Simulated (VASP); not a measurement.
Input of a VASP 6.6.1 run:

The input INCAR:

```
PREC = Accurate
ENCUT = 520
EDIFF = 1E-6
ISMEAR = -1
SIGMA = 0.1
LREAL = F
LASPH = T
NELM = 150
ALGO = Normal
ISIF = 2
LWAVE = F
LCHARG = F
ISPIN = 2
MAGMOM = 0 0 0 0 4.5 4.5 4.5 4.5
LORBIT = 11
LMAXMIX = 4
GGA = CA
NBANDS = 50
LUSENCCL = F
```

File KPOINTS:

```
Automatic mesh
0
Gamma
  7 7 2
```

POSCAR

```
MnSb
1.0
    4.1570010400      0.0000000000      0.0000000000
   -2.0785005200      3.6000685000      0.0000000000
    0.0000000000      0.0000000000     11.5300000000
Sb Mn
4 4
Direct
    0.3333333300      0.6666666700      0.1250000000
    0.3333333300      0.6666666700      0.6250000000
    0.6666666700      0.3333333300      0.3750000000
    0.6666666700      0.3333333300      0.8750000000
    0.0000000000      0.0000000000      0.0000000000
    0.0000000000      0.0000000000      0.5000000000
    0.0000000000      0.0000000000      0.2500000000
    0.0000000000      0.0000000000      0.7500000000
```

Potentials or basis: VASP PAW LDA potentials, release 64 (Sb, Mn_pv).

Command:

```bash
$ cat potpaw_LDA.64/Sb/POTCAR potpaw_LDA.64/Mn_pv/POTCAR > POTCAR
$ mpirun -np 1 vasp_std > vasp.out
```

Q: Estimate the site moments.

A: Sb -0.10; Mn +3.17 μB.

Q: What does it give for the net moment?

A: 12.69 μB per cell.

Stress tensor (GPa, compression positive):
```
-10.97   0.00   0.00
  0.00 -10.97   0.00
  0.00   0.00 -11.88
```

Caveat: the cell stands under tension.
